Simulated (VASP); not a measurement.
# MgO (Periclase) (Fm-3m) in VASP: a series of runs

MgO (Periclase) is run at these levels: r2SCAN; tasks: single point.

All numbers are computed with VASP 6.6.1; they aren't measurements. Logs are shortened: lines on timing, memory, paths and dates and some standing lists are left out, and cuts for length are marked.

## Step 1: The cell of the first run

It takes space group Fm-3m (No. 225, cubic). Conventional cell: a = 4.260 Å, b = 4.260 Å, c = 4.260 Å, α = 90.00°, β = 90.00°, γ = 90.00°. Within 2.8 Å of Mg (site symmetry m-3m) lie 6 O at 2.13 Å. O (site symmetry m-3m) has 6 Mg at 2.13 Å within 2.8 Å.

## Step 2: Single point, r2SCAN (volume scaled by 1.040)

File POSCAR:

```
MgO
1.0
    0.0000000000      2.1298769293      2.1298769293
    2.1298769293      0.0000000000      2.1298769293
    2.1298769293      2.1298769293      0.0000000000
Mg O
1 1
Direct
    0.0000000000      0.0000000000      0.0000000000
    0.5000000000      0.5000000000      0.5000000000
```

File INCAR.step1:

```
SYSTEM = MgO
ALGO = Normal ; EDIFF = 1E-4
ENCUT = 520 ; GGA = PE
ISMEAR = 0 ; LASPH = .TRUE.
LCHARG = .FALSE. ; LREAL = .FALSE.
LWAVE = .TRUE. ; NBANDS = 11
NELM = 80 ; PREC = Accurate
SIGMA = 0.05
```

File INCAR.step2:

```
SYSTEM = MgO
ALGO = Normal ; EDIFF = 1E-6
ENCUT = 520 ; ISIF = 2
ISMEAR = 0 ; ISTART = 1
LASPH = .TRUE. ; LCHARG = .FALSE.
LMIXTAU = .TRUE. ; LREAL = .FALSE.
LWAVE = .FALSE. ; METAGGA = R2SCAN
NBANDS = 11 ; NELM = 80
PREC = Accurate ; SIGMA = 0.05
```

File KPOINTS:

```
k-points
0
G
  8 8 8
  0 0 0
```

Potentials or basis: VASP PAW PBE potentials, release 64 (Mg, O).

Started as:

```bash
$ cat potpaw_PBE.64/Mg/POTCAR potpaw_PBE.64/O/POTCAR > POTCAR
$ cp INCAR.step1 INCAR
$ mpirun -np 1 vasp_std > vasp.out
$ cp INCAR.step2 INCAR
$ mpirun -np 1 vasp_std > vasp.out
```

OUTCAR:

```text
SYSTEM = MgO
   EDIFF = 1E-6
   ENCUT = 520
   ISIF = 2
   ISMEAR = 0
   ISTART = 1
   LASPH = .TRUE.
   LREAL = .FALSE.
   METAGGA = R2SCAN
   NELM = 80
   PREC = Accurate

 ion  position               nearest neighbor table
   1  0.000  0.000  0.000-   2 2.13   2 2.13   2 2.13   2 2.13   2 2.13   2 2.13
   2  0.500  0.500  0.500-   1 2.13   1 2.13   1 2.13   1 2.13   1 2.13   1 2.13

  LATTYP: Found a face centered cubic cell.
 ALAT       =     4.2597538586

  Lattice vectors:

 A1 = (   0.0000000000,   2.1298769293,   2.1298769293)
 A2 = (   2.1298769293,   0.0000000000,   2.1298769293)
 A3 = (   2.1298769293,   2.1298769293,   0.0000000000)

Analysis of symmetry for initial positions (statically):
=====================================================================
 Subroutine PRICEL returns:
 Original cell was already a primitive cell.

 Routine SETGRP: Setting up the symmetry group for a
 face centered cubic supercell.

 Subroutine GETGRP returns: Found 48 space group operations
 (whereof 48 operations were pure point group operations)
 out of a pool of 48 trial point group operations.

The static configuration has the point symmetry O_h .

Analysis of symmetry for dynamics (positions and initial velocities):
=====================================================================
 Subroutine PRICEL returns:
 Original cell was already a primitive cell.

 Routine SETGRP: Setting up the symmetry group for a
 face centered cubic supercell.

 Subroutine GETGRP returns: Found 48 space group operations
 (whereof 48 operations were pure point group operations)
 out of a pool of 48 trial point group operations.

The dynamic configuration has the point symmetry O_h .

 Subroutine INISYM returns: Found 48 space group operations
 (whereof 48 operations are pure point group operations),
 and found     1 'primitive' translations

----------------------------------------------------------------------------------------

                                     Primitive cell

  volume of cell :      19.3238

  direct lattice vectors                    reciprocal lattice vectors
     0.000000000  2.129876929  2.129876929    -0.234755348  0.234755348  0.234755348
     2.129876929  0.000000000  2.129876929     0.234755348 -0.234755348  0.234755348
     2.129876929  2.129876929  0.000000000     0.234755348  0.234755348 -0.234755348

  length of vectors
     3.012100840  3.012100840  3.012100840     0.406608190  0.406608190  0.406608190

  position of ions in fractional coordinates (direct lattice)
     0.000000000  0.000000000  0.000000000
     0.500000000  0.500000000  0.500000000

  ion indices of the primitive-cell ions
   primitive index   ion index
                 1           1
                 2           2

----------------------------------------------------------------------------------------

 KPOINTS: k-points

Automatic generation of k-mesh.
 Grid dimensions read from file:
 generate k-points for:    8    8    8

 Generating k-lattice:

  Cartesian coordinates                     Fractional coordinates (reciprocal lattice)
    -0.029344419  0.029344419  0.029344419     0.125000000  0.000000000  0.000000000
     0.029344419 -0.029344419  0.029344419     0.000000000  0.125000000  0.000000000
     0.029344419  0.029344419 -0.029344419     0.000000000  0.000000000  0.125000000

  Length of vectors
     0.050826024  0.050826024  0.050826024

  Shift w.r.t. Gamma in fractional coordinates (k-lattice)
     0.000000000  0.000000000  0.000000000

 Subroutine IBZKPT returns following result:
 ===========================================

 Found     29 irreducible k-points:

 Following reciprocal coordinates:
            Coordinates               Weight
  0.000000  0.000000  0.000000      1.000000
  0.125000  0.000000  0.000000      8.000000
  0.250000  0.000000  0.000000      8.000000
  0.375000  0.000000  0.000000      8.000000
  0.500000  0.000000  0.000000      4.000000
  0.125000  0.125000  0.000000      6.000000
[... 16 lines left out ...]
  0.500000  0.250000  0.125000     48.000000
 -0.375000  0.250000  0.125000     24.000000
 [... further k-points ...]
   k-points           NKPTS =     29   k-points in BZ     NKDIM =     29   number of bands    NBANDS=     11
   number of dos      NEDOS =    301   number of ions     NIONS =      2
   total plane-waves  NPLWV =  13824
   dimension x,y,z NGX =    24 NGY =   24 NGZ =   24
   dimension x,y,z NGXF=    48 NGYF=   48 NGZF=   48
   ions per type =               1   1
   NGX,Y,Z   is equivalent  to a cutoff of  13.25, 13.25, 13.25 a.u.
   NGXF,Y,Z  is equivalent  to a cutoff of  26.49, 26.49, 26.49 a.u.
 SYSTEM =  MgO
   PREC   = accura    normal or accurate (medium, high low for compatibility)
   ISTART =      1    job   : 0-new  1-cont  2-samecut
   ICHARG =      0    charge: 1-file 2-atom 10-const
   ISPIN  =      1    spin polarized calculation?
   LNONCOLLINEAR =      F non collinear calculations
   LSORBIT =      F    spin-orbit coupling
   LASPH  =      T    aspherical Exc in radial PAW
   ENCUT  =  520.0 eV  38.22 Ry    6.18 a.u.   5.60  5.60  5.60*2*pi/ulx,y,z
   NELM   =     80;   NELMIN=  2; NELMDL=  0     # of ELM steps
   EDIFF  = 0.1E-05   stopping-criterion for ELM
   LREAL  =      F    real-space projection
   EDIFFG = 0.1E-04   stopping-criterion for IOM
   NSW    =      0    number of steps for IOM
   IBRION =     -1    ionic relax: 0-MD 1-quasi-New 2-CG
   NFREE  =      0    steps in history (QN), initial steepest desc. (CG)
   ISIF   =      2    stress and relaxation
   ISYM   =      2    0-nonsym 1-usesym 2-fastsym
   POTIM  = 0.5000    time-step for ionic-motion
   TEBEG  =    0.0;   TEEND  =   0.0 temperature during run
   PSTRESS=    0.0 pullay stress
   NELECT =       8.0000    total number of electrons
   NUPDOWN=      -1.0000    fix difference up-down
   EMIN   =  10.00;   EMAX   =-10.00  energy-range for DOS
   EFERMI =   0.00;   METHOD = LEGACY
   ISMEAR =     0;   SIGMA  =   0.05  broadening in eV -4-tet -1-fermi 0-gaus
   EFERMI_NEDOS =   21; number of points for ismear=-14 and -15
   IALGO  =     38    algorithm
   IMIX   =      4    mixing-type and parameters
     AMIX     =   0.40;   BMIX     =  1.00
     AMIX_MAG =   1.60;   BMIX_MAG =  1.00
  volume/ion in A,a.u.               =       9.66        65.20
  Fermi-wavevector in a.u.,A,eV,Ry     =   1.220132  2.305716 20.255309  1.488723
  Thomas-Fermi vector in A             =   2.355361
   LORBIT       =      0    0 simple, 1 ext, 2 COOP (PROOUT), +10 PAW based schemes
   METAGGA = R2SCAN    functional components
   LHFCALC =     F    Hartree Fock is set to
   AEXX    =    0.0000 exact exchange contribution
   IVDW    =     0    specifies the selected vdW correction
   LEPSILON=     F    determine dielectric tensor
   LRPA    =     F    only Hartree local field effects (RPA)
 non-spin polarized calculation
 Gauss-broadening in eV      SIGMA  =   0.05
  energy-cutoff  :      520.00
  volume of cell :       19.32
 maximum number of plane-waves:       534
 NGX is ok and might be reduce to    24
   NGX = 11   NGY = 11   NGZ = 11

 number of electron       8.0000003 magnetization

 Free energy of the ion-electron system (eV)
  ---------------------------------------------------
  ext. energy  EPLUGINS =         0.00000000
  ---------------------------------------------------
  free energy    TOTEN  =       -16.14240708 eV

  energy without entropy =      -16.14240708  energy(sigma->0) =      -16.14240708

 E-fermi :   2.7728     XC(G=0): -11.4223

 val. band max:        2.5328996759   @ k =   0.0000   0.0000   0.0000
 cond. band min:       7.8022095101   @ k =   0.0000   0.0000   0.0000
 fundamental gap:      5.2693098343
 Fermi energy:         2.7727646348

 k-point     1 :       0.0000    0.0000    0.0000
  band No.  band energies     occupation
      1     -15.4989      2.00000
      2       2.5329      2.00000
      3       2.5329      2.00000
      4       2.5329      2.00000
      5       7.8022      0.00000
      6      19.1661      0.00000
      7      19.1661      0.00000
      8      19.1661      0.00000
      9      23.2158      0.00000
     10      24.9474      0.00000
     11      24.9474      0.00000

 k-point     2 :       0.1250    0.0000    0.0000
  band No.  band energies     occupation
      1     -15.3481      2.00000
      2       1.6216      2.00000
      3       2.4330      2.00000
      4       2.4330      2.00000
      5       8.7038      0.00000
      6      17.5034      0.00000
      7      19.5236      0.00000
      8      19.5236      0.00000
      9      23.9318      0.00000
     10      23.9318      0.00000
     11      25.3375      0.00000

 k-point     3 :       0.2500    0.0000    0.0000
  band No.  band energies     occupation
      1     -14.9592      2.00000
      2      -0.0365      2.00000
      3       2.2023      2.00000
      4       2.2023      2.00000
      5      10.1961      0.00000
      6      15.9380      0.00000
      7      19.9917      0.00000
      8      19.9917      0.00000
      9      23.5488      0.00000
     10      23.5488      0.00000
     11      25.4333      0.00000

 k-point     4 :       0.3750    0.0000    0.0000
  band No.  band energies     occupation
      1     -14.5273      2.00000
      2      -1.4015      2.00000
      3       1.9845      2.00000
      4       1.9845      2.00000
      5      10.9855      0.00000
      6      15.7127      0.00000
      7      19.7792      0.00000
      8      19.7792      0.00000
      9      24.6727      0.00000
     10      24.9368      0.00000
     11      24.9368      0.00000

 k-point     5 :       0.5000    0.0000    0.0000
  band No.  band energies     occupation
      1     -14.3322      2.00000
      2      -1.9295      2.00000
      3       1.8976      2.00000
      4       1.8976      2.00000
      5      11.1090      0.00000
      6      15.9394      0.00000
      7      19.5979      0.00000
      8      19.5979      0.00000
      9      24.3803      0.00000
     10      26.0567      0.00000
     11      26.0567      0.00000
[... 211 lines left out ...]
 k-point    21 :       0.5000    0.5000    0.0000
  band No.  band energies     occupation
      1     -14.0943      2.00000
      2      -1.4300      2.00000
      3       1.2059      2.00000
      4       1.2059      2.00000
      5      12.5143      0.00000
      6      13.2170      0.00000
      7      16.4473      0.00000
      8      22.3708      0.00000
      9      22.3708      0.00000
     10      28.5165      0.00000
     11      30.3502      0.00000

 k-point    22 :       0.3750    0.2500    0.1250
  band No.  band energies     occupation
      1     -14.6822      2.00000
      2      -0.3858      2.00000
      3       1.4184      2.00000
      4       1.9348      2.00000
      5      11.6217      0.00000
      6      14.8605      0.00000
      7      18.3947      0.00000
      8      20.8977      0.00000
      9      21.4904      0.00000
     10      25.9214      0.00000
     11      29.3050      0.00000

 k-point    23 :       0.5000    0.2500    0.1250
  band No.  band energies     occupation
      1     -14.3434      2.00000
      2      -1.0527      2.00000
      3       0.8654      2.00000
      4       1.6888      2.00000
      5      12.6951      0.00000
      6      14.9927      0.00000
      7      17.2296      0.00000
      8      20.4713      0.00000
      9      23.0824      0.00000
     10      25.8724      0.00000
     11      29.5218      0.00000

 k-point    24 :      -0.3750    0.2500    0.1250
  band No.  band energies     occupation
      1     -14.1943      2.00000
      2      -1.3324      2.00000
      3       0.6657      2.00000
      4       1.5718      2.00000
      5      12.9070      0.00000
      6      15.5293      0.00000
      7      16.8035      0.00000
      8      20.2097      0.00000
      9      23.8877      0.00000
     10      25.5570      0.00000
     11      29.6844      0.00000

 [... further k-points ...]
[... 5 lines left out ...]
  --------------------------------------------------------------------------------------
  -------------------------------------------------------------------------------------
  Total       -0.8632448     -0.8632448     -0.8632448     -0.0000000     -0.0000000     -0.0000000
  in kB      -71.5733021    -71.5733021    -71.5733021     -0.0000000     -0.0000000     -0.0000000
  external PRESSURE =     -71.5733021 kB  Pullay stress =       0.0000000 kB

 VOLUME and BASIS-vectors are now :
 -----------------------------------------------------------------------------
  energy-cutoff  :      520.00
  volume of cell :       19.32
      direct lattice vectors                 reciprocal lattice vectors
     0.000000000  2.129876929  2.129876929    -0.234755348  0.234755348  0.234755348
     2.129876929  0.000000000  2.129876929     0.234755348 -0.234755348  0.234755348
     2.129876929  2.129876929  0.000000000     0.234755348  0.234755348 -0.234755348

 POSITION                                       TOTAL-FORCE (eV/Angst)
 -----------------------------------------------------------------------------------
      0.00000      0.00000      0.00000         0.000000      0.000000     -0.000000
      2.12988      2.12988      2.12988        -0.000000     -0.000000      0.000000
 -----------------------------------------------------------------------------------
    total drift:                               -0.000000     -0.000000      0.000000

  FREE ENERGIE OF THE ION-ELECTRON SYSTEM (eV)
  ---------------------------------------------------
  free  energy   TOTEN  =       -16.1424070838 eV

  energy  without entropy=      -16.1424070838  energy(sigma->0) =      -16.14240708
```

Wall time 12 s (1 thread of Intel Xeon 6975P-C (Granite Rapids), shared host); peak memory 0.15 GiB.

Results:

| Property | Result |
| --- | --- |
| Free energy | -16.1424 eV |
| Pressure | -7.2 GPa |
| Band gap on the k mesh | 5.27 eV, direct |

Levels at points of the mesh, in eV from the valence-band top:
```
           k point  band 2  band 3  band 4  band 5  band 6  band 7
(0.00, 0.00, 0.00)    0.00    0.00    0.00    5.27   16.63   16.63
(0.50, 0.00, 0.00)   -4.46   -0.64   -0.64    8.58   13.41   17.06
(0.50, 0.50, 0.00)   -3.96   -1.33   -1.33    9.98   10.68   13.91
```

Caveat: the PAW data sets were made with another functional, which shifts forces and pressure a little.

## Step 3: Single point, r2SCAN (volume scaled by 0.640)

File POSCAR:

```
MgO
1.0
    0.0000000000      1.8116322958      1.8116322958
    1.8116322958      0.0000000000      1.8116322958
    1.8116322958      1.8116322958      0.0000000000
Mg O
1 1
Direct
    0.0000000000      0.0000000000      0.0000000000
    0.5000000000      0.5000000000      0.5000000000
```

File INCAR.step1:

```
PREC = Accurate
ENCUT = 520
ISMEAR = 0
SIGMA = 0.05
LREAL = F
LASPH = T
NELM = 60
NBANDS = 11
GGA = PE
ALGO = Normal
EDIFF = 1E-4
LWAVE = T
LCHARG = F
```

File INCAR.step2:

```
PREC = Accurate
ENCUT = 520
EDIFF = 1E-7
ISMEAR = 0
SIGMA = 0.05
LREAL = F
LASPH = T
NELM = 60
ALGO = Normal
ISIF = 2
LWAVE = F
LCHARG = F
METAGGA = R2SCAN
LMIXTAU = T
NBANDS = 11
ISTART = 1
```

File KPOINTS:

```
Automatic mesh
0
Gamma
  10 10 10
```

Potentials or basis: VASP PAW PBE potentials, release 64 (Mg, O).

Started as:

```bash
$ cat potpaw_PBE.64/Mg/POTCAR potpaw_PBE.64/O/POTCAR > POTCAR
$ cp INCAR.step1 INCAR
$ mpirun -np 1 vasp_std > vasp.out
$ cp INCAR.step2 INCAR
$ mpirun -np 1 vasp_std > vasp.out
```

Run time: 16 s. Hardware: 1 thread of Intel Xeon 6975P-C (Granite Rapids), shared host; peak memory 0.13 GiB.

It converged, with:

* Free energy: -13.5173 eV
* Pressure: 188.5 GPa
* Band gap on the k mesh: 10.16 eV, indirect (least direct gap 11.63 eV)

Levels at points of the mesh, in eV from the valence-band top:
| k point | band 2 | band 3 | band 4 | band 5 | band 6 | band 7 |
| --- | --- | --- | --- | --- | --- | --- |
| (0.00, 0.00, 0.00) | 0.00 | 0.00 | 0.00 | 11.63 | 19.35 | 19.35 |
| (0.50, 0.00, 0.00) | -7.09 | -1.43 | -1.43 | 12.17 | 19.68 | 22.72 |
| (0.50, 0.50, 0.00) | -6.26 | -2.11 | -2.11 | 10.16 | 17.23 | 20.22 |

Caveat: the PAW data sets were made with another functional, which shifts forces and pressure a little. A k mesh can miss the band edges.

## Step 4: Single point, r2SCAN (volume scaled by 0.680)

File POSCAR:

```
MgO
1.0
    0.0000000000      1.8486145507      1.8486145507
    1.8486145507      0.0000000000      1.8486145507
    1.8486145507      1.8486145507      0.0000000000
Mg O
1 1
Direct
    0.0000000000      0.0000000000      0.0000000000
    0.5000000000      0.5000000000      0.5000000000
```

File INCAR.step1:

```
PREC = Accurate ; ENCUT = 520
ISMEAR = 0 ; SIGMA = 0.05
LREAL = F ; LASPH = T
NELM = 100 ; NBANDS = 11
GGA = PE ; ALGO = Normal
EDIFF = 1E-4 ; LWAVE = T
LCHARG = F
```

File INCAR.step2:

```
PREC = Accurate ; ENCUT = 520
EDIFF = 1E-6 ; ISMEAR = 0
SIGMA = 0.05 ; LREAL = F
LASPH = T ; NELM = 100
ALGO = Normal ; ISIF = 2
LWAVE = F ; LCHARG = F
METAGGA = R2SCAN ; LMIXTAU = T
NBANDS = 11 ; ISTART = 1
```

File KPOINTS:

```
regular mesh
0
Gamma
  10 10 10
```

Started as:

```bash
$ cat potpaw_PBE.64/Mg/POTCAR potpaw_PBE.64/O/POTCAR > POTCAR
$ cp INCAR.step1 INCAR
$ mpirun -np 1 vasp_std > vasp.out
$ cp INCAR.step2 INCAR
$ mpirun -np 1 vasp_std > vasp.out
```

It took 15 s on 1 thread of Intel Xeon 6975P-C (Granite Rapids), shared host; peak memory 0.13 GiB.

It converged, with:

| Item | Value |
| --- | --- |
| Free energy | -14.2829 eV |
| Pressure | 143.0 GPa |
| Band gap on the k mesh | 10.21 eV, indirect (least direct gap 10.64 eV) |

Levels at points of the mesh, in eV from the valence-band top:
```tsv
k point	band 1	band 2	band 3	band 4	band 5	band 6	band 7	band 8	band 9
(0.00, 0.00, 0.00)	-20.71	0.00	0.00	0.00	10.64	19.03	19.03	19.03	24.45
(0.50, 0.00, 0.00)	-18.17	-6.70	-1.29	-1.29	11.68	18.84	21.94	21.94	29.58
(0.50, 0.50, 0.00)	-17.87	-5.94	-2.00	-2.00	10.21	16.26	19.31	27.55	27.55
```

Caveat: the PAW data sets were made with another functional, which shifts forces and pressure a little. A k mesh can miss the band edges.

## Step 5: Summary

```tsv
cell	k mesh	gap on the mesh (eV)	pressure (GPa)
a = 3.012 Å, angles 60.0°, 2 atoms	8 × 8 × 8	5.27	-7.2
a = 2.562 Å, angles 60.0°, 2 atoms	10 × 10 × 10	10.16	188.5
a = 2.614 Å, angles 60.0°, 2 atoms	10 × 10 × 10	10.21	143.0
```

Alike in all rows: task single point; level r2SCAN; potentials or basis VASP PAW PBE potentials, release 64 (Mg, O); no spin polarisation; cutoff (eV) 520; smearing gaussian 0.05 eV.

Caveats: the PAW data sets were made with another functional, which shifts forces and pressure a little.

Total energies depend on the potentials used, so only differences within one code and one set of settings carry meaning.
